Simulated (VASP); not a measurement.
# V (Pm-3m) in VASP: notebook

Runs on V. Level: PBEsol. Tasks: single point.

Everything below comes from runs of VASP 6.6.1. Logs are shortened: lines on timing, memory, paths and dates and some standing lists are left out, and cuts for length are marked.

## (1) The cell of the first run

Symmetry: Pm-3m, No. 221, cubic system. Conventional cell: a = 2.411 Å, b = 2.411 Å, c = 2.411 Å, α = 90.00°, β = 90.00°, γ = 90.00°. Within 3.2 Å of V (site symmetry m-3m) lie 6 V at 2.41 Å.

## (2) Single point, PBEsol

INCAR reads:

```
PREC = Accurate
ENCUT = 520
EDIFF = 1E-7
ISMEAR = -1
SIGMA = 0.1
LREAL = False
LASPH = True
NELM = 60
ALGO = Normal
ISIF = 2
LWAVE = False
LCHARG = False
GGA = PS
NBANDS = 12
```

KPOINTS reads:

```
Automatic mesh
0
Gamma
  13 13 13
```

POSCAR reads:

```
V
1.0
    2.4107238170      0.0000000000      0.0000000000
    0.0000000000      2.4107238170      0.0000000000
    0.0000000000      0.0000000000      2.4107238170
V
1
Direct
    0.0000000000      0.0000000000      0.0000000000
```

Potentials or basis: VASP PAW PBE potentials, release 64 (V_sv).

Started as:

```bash
> cat potpaw_PBE.64/V_sv/POTCAR > POTCAR
> mpirun -np 1 vasp_std > vasp.out
```

OUTCAR:

```text
PREC = Accurate
   ENCUT = 520
   EDIFF = 1E-7
   ISMEAR = -1
   LREAL = False
   LASPH = True
   NELM = 60
   ISIF = 2
   GGA = PS

 ion  position               nearest neighbor table
   1  0.000  0.000  0.000-

  LATTYP: Found a simple cubic cell.
 ALAT       =     2.4107238170

  Lattice vectors:

 A1 = (   2.4107238170,   0.0000000000,   0.0000000000)
 A2 = (   0.0000000000,   2.4107238170,   0.0000000000)
 A3 = (   0.0000000000,   0.0000000000,   2.4107238170)

Analysis of symmetry for initial positions (statically):
=====================================================================
 Subroutine PRICEL returns:
 Original cell was already a primitive cell.

 Routine SETGRP: Setting up the symmetry group for a
 simple cubic supercell.

 Subroutine GETGRP returns: Found 48 space group operations
 (whereof 48 operations were pure point group operations)
 out of a pool of 48 trial point group operations.

The static configuration has the point symmetry O_h .

Analysis of symmetry for dynamics (positions and initial velocities):
=====================================================================
 Subroutine PRICEL returns:
 Original cell was already a primitive cell.

 Routine SETGRP: Setting up the symmetry group for a
 simple cubic supercell.

 Subroutine GETGRP returns: Found 48 space group operations
 (whereof 48 operations were pure point group operations)
 out of a pool of 48 trial point group operations.

The dynamic configuration has the point symmetry O_h .

 Subroutine INISYM returns: Found 48 space group operations
 (whereof 48 operations are pure point group operations),
 and found     1 'primitive' translations

----------------------------------------------------------------------------------------

                                     Primitive cell

  volume of cell :      14.0101

  direct lattice vectors                    reciprocal lattice vectors
     2.410723817  0.000000000  0.000000000     0.414813175  0.000000000  0.000000000
     0.000000000  2.410723817  0.000000000     0.000000000  0.414813175  0.000000000
     0.000000000  0.000000000  2.410723817     0.000000000  0.000000000  0.414813175

  length of vectors
     2.410723817  2.410723817  2.410723817     0.414813175  0.414813175  0.414813175

  position of ions in fractional coordinates (direct lattice)
     0.000000000  0.000000000  0.000000000

  ion indices of the primitive-cell ions
[... 80 lines left out ...]
   ISIF   =      2    stress and relaxation
   ISYM   =      2    0-nonsym 1-usesym 2-fastsym
   POTIM  = 0.5000    time-step for ionic-motion
   TEBEG  =    0.0;   TEEND  =   0.0 temperature during run
   PSTRESS=    0.0 pullay stress
   NELECT =      13.0000    total number of electrons
   NUPDOWN=      -1.0000    fix difference up-down
   EMIN   =  10.00;   EMAX   =-10.00  energy-range for DOS
   EFERMI =   0.00;   METHOD = LEGACY
   ISMEAR =    -1;   SIGMA  =   0.10  broadening in eV -4-tet -1-fermi 0-gaus
   EFERMI_NEDOS =   21; number of points for ismear=-14 and -15
   IALGO  =     38    algorithm
   IMIX   =      4    mixing-type and parameters
     AMIX     =   0.40;   BMIX     =  1.00
     AMIX_MAG =   1.60;   BMIX_MAG =  1.00
  volume/ion in A,a.u.               =      14.01        94.55
  Fermi-wavevector in a.u.,A,eV,Ry     =   1.596768  3.017454 34.690340  2.549668
  Thomas-Fermi vector in A             =   2.694479
   LORBIT       =      0    0 simple, 1 ext, 2 COOP (PROOUT), +10 PAW based schemes
   GGA     = PS    functional components
   LHFCALC =     F    Hartree Fock is set to
   AEXX    =    0.0000 exact exchange contribution
   IVDW    =     0    specifies the selected vdW correction
   LEPSILON=     F    determine dielectric tensor
   LRPA    =     F    only Hartree local field effects (RPA)
 non-spin polarized calculation
  energy-cutoff  :      520.00
  volume of cell :       14.01
 maximum number of plane-waves:       390
 NGX is ok and might be reduce to    18
   NGX =  9   NGY =  9   NGZ =  9

 number of electron      12.9999986 magnetization

 Free energy of the ion-electron system (eV)
  ---------------------------------------------------
  ext. energy  EPLUGINS =         0.00000000
  ---------------------------------------------------
  free energy    TOTEN  =        -8.78470121 eV

  energy without entropy =       -8.74813980  energy(sigma->0) =       -8.76642051

 E-fermi :   9.2914     XC(G=0): -12.7311

 val. band max:        9.2532662218   @ k =   0.4615   0.3846   0.1538
 cond. band min:       9.2930974022   @ k =   0.4615   0.3077   0.2308
 fundamental gap:      0.0398311804
 Fermi energy:         9.2914365136

 k-point     1 :       0.0000    0.0000    0.0000
  band No.  band energies     occupation
      1     -54.3596      2.00000
      2     -27.6230      2.00000
      3     -27.6230      2.00000
      4     -27.6230      2.00000
      5       2.7767      2.00000
      6       6.9834      2.00000
      7       6.9834      2.00000
      8      12.9585      0.00000
      9      12.9585      0.00000
     10      12.9585      0.00000
     11      28.0468      0.00000
     12      28.0468      0.00000
[... 331 lines left out ...]
 k-point    24 :       0.3846    0.3077    0.0000
  band No.  band energies     occupation
      1     -54.0585      2.00000
      2     -28.5706      2.00000
      3     -28.3139      2.00000
      4     -27.4570      2.00000
      5       6.3068      2.00000
      6       8.0369      1.99999
      7      10.9047      0.00000
      8      11.3434      0.00000
      9      11.7982      0.00000
     10      12.6341      0.00000
     11      18.7390      0.00000
     12      23.9737      0.00000

 [... further k-points ...]

------------------------ aborting loop because EDIFF is reached ----------------------------------------

  FORCE on cell =-STRESS in cart. coord.  units (eV):
  Direction    XX          YY          ZZ          XY          YZ          ZX
  --------------------------------------------------------------------------------------
  -------------------------------------------------------------------------------------
  Total        0.0266625      0.0266625      0.0266625     -0.0000000     -0.0000000     -0.0000000
  in kB        3.0490828      3.0490828      3.0490828     -0.0000000     -0.0000000     -0.0000000
  external PRESSURE =       3.0490828 kB  Pullay stress =       0.0000000 kB

 VOLUME and BASIS-vectors are now :
 -----------------------------------------------------------------------------
  energy-cutoff  :      520.00
  volume of cell :       14.01
      direct lattice vectors                 reciprocal lattice vectors
     2.410723817  0.000000000  0.000000000     0.414813175  0.000000000  0.000000000
     0.000000000  2.410723817  0.000000000     0.000000000  0.414813175  0.000000000
     0.000000000  0.000000000  2.410723817     0.000000000  0.000000000  0.414813175

 POSITION                                       TOTAL-FORCE (eV/Angst)
 -----------------------------------------------------------------------------------
      0.00000      0.00000      0.00000         0.000000      0.000000      0.000000
 -----------------------------------------------------------------------------------
    total drift:                               -0.000000      0.000000      0.000000

  FREE ENERGIE OF THE ION-ELECTRON SYSTEM (eV)
  ---------------------------------------------------
  free  energy   TOTEN  =        -8.7847012124 eV

  energy  without entropy=       -8.7481398027  energy(sigma->0) =       -8.76642051
```

OSZICAR:

```text
N       E                     dE             d eps       ncg     rms          rms(c)
DAV:   1     0.919905253943E+02    0.91991E+02   -0.70414E+03  2028   0.117E+03
DAV:   2    -0.840616363777E+01   -0.10040E+03   -0.96726E+02  2072   0.330E+02
DAV:   3    -0.978580637077E+01   -0.13796E+01   -0.13748E+01  2204   0.455E+01
DAV:   4    -0.979284032765E+01   -0.70340E-02   -0.70338E-02  2236   0.345E+00
DAV:   5    -0.979292438249E+01   -0.84055E-04   -0.84054E-04  2196   0.359E-01    0.184E+01
DAV:   6    -0.880420322142E+01    0.98872E+00   -0.26826E+00  2088   0.243E+01    0.296E+00
DAV:   7    -0.878988731920E+01    0.14316E-01   -0.23824E-02  2092   0.169E+00    0.158E+00
DAV:   8    -0.878473673421E+01    0.51506E-02   -0.46543E-03  2172   0.960E-01    0.402E-02
DAV:   9    -0.878470607071E+01    0.30664E-04   -0.80647E-05  2116   0.121E-01    0.366E-02
DAV:  10    -0.878470126270E+01    0.48080E-05   -0.93977E-06  2168   0.386E-02    0.277E-03
DAV:  11    -0.878470121242E+01    0.50288E-07   -0.24818E-07  2216   0.756E-03
   1 F= -.87847012E+01 E0= -.87664205E+01  d E =-.365614E-01
```

stdout:

```text
POSCAR found type information on POSCAR V
 POSCAR found :  1 types and       1 ions
 scaLAPACK will be used
 -----------------------------------------------------------------------------
|                                                                             |
|                                                                             |
|     You enforced a specific xc type in the INCAR file but a different       |
|     I HOPE YOU KNOW WHAT YOU ARE DOING!                                     |
|                                                                             |
 -----------------------------------------------------------------------------

 LDA part: xc-table for (Slater+PW92), standard interpolation
 POSCAR, INCAR and KPOINTS ok, starting setup
 FFT: planning ... GRIDC
 FFT: planning ... GRID_SOFT
 FFT: planning ... GRID
 WAVECAR not read
 entering main loop
```

It took 4 s on 1 thread of Intel Xeon 6975P-C (Granite Rapids), shared host; peak memory 0.12 GiB.

Results:

```
Free energy : -8.7847 eV
Pressure    : 0.3 GPa
```

Levels at points of the mesh, in eV from the Fermi level:
| k point | band 4 | band 5 | band 6 | band 7 | band 8 | band 9 | band 10 | band 11 |
| --- | --- | --- | --- | --- | --- | --- | --- | --- |
| (0.00, 0.00, 0.00) | -36.91 | -6.51 | -2.31 | -2.31 | 3.67 | 3.67 | 3.67 | 18.76 |

Caveat: the PAW data sets were made with another functional, which shifts forces and pressure a little.

## (3) Single point, PBEsol (volume scaled by 0.92)

INCAR reads:

```
ALGO = Normal
EDIFF = 1E-6
ENCUT = 520
GGA = PS
ISIF = 2
ISMEAR = -1
LASPH = T
LCHARG = T
LELF = T
LREAL = F
LVHAR = T
LWAVE = F
NBANDS = 12
NELM = 100
PREC = Accurate
SIGMA = 0.1
```

KPOINTS reads:

```
k-points
0
Gamma
  15 15 15
```

POSCAR reads:

```
V
1.0
    2.3446430475      0.0000000000      0.0000000000
    0.0000000000      2.3446430475      0.0000000000
    0.0000000000      0.0000000000      2.3446430475
V
1
Direct
    0.0000000000      0.0000000000      0.0000000000
```

Potentials or basis: VASP PAW PBE potentials, release 64 (V_sv).

Started as:

```bash
> cat potpaw_PBE.64/V_sv/POTCAR > POTCAR
> mpirun -np 1 vasp_std > vasp.out
```

Wall time 5.4 s (1 thread of Intel Xeon 6975P-C (Granite Rapids), shared host); peak memory 0.13 GiB.

Results (log left out):

* Free energy: -8.7166 eV
* Pressure: 16.1 GPa

Levels at points of the mesh, in eV from the Fermi level:
```csv
k point,band 3,band 4,band 5,band 6,band 7,band 8,band 9,band 10,band 11,band 12
"(0.00, 0.00, 0.00)",-36.68,-36.68,-6.67,-2.56,-2.56,4.09,4.09,4.09,19.86,19.86
```

Caveat: the PAW data sets were made with another functional, which shifts forces and pressure a little.
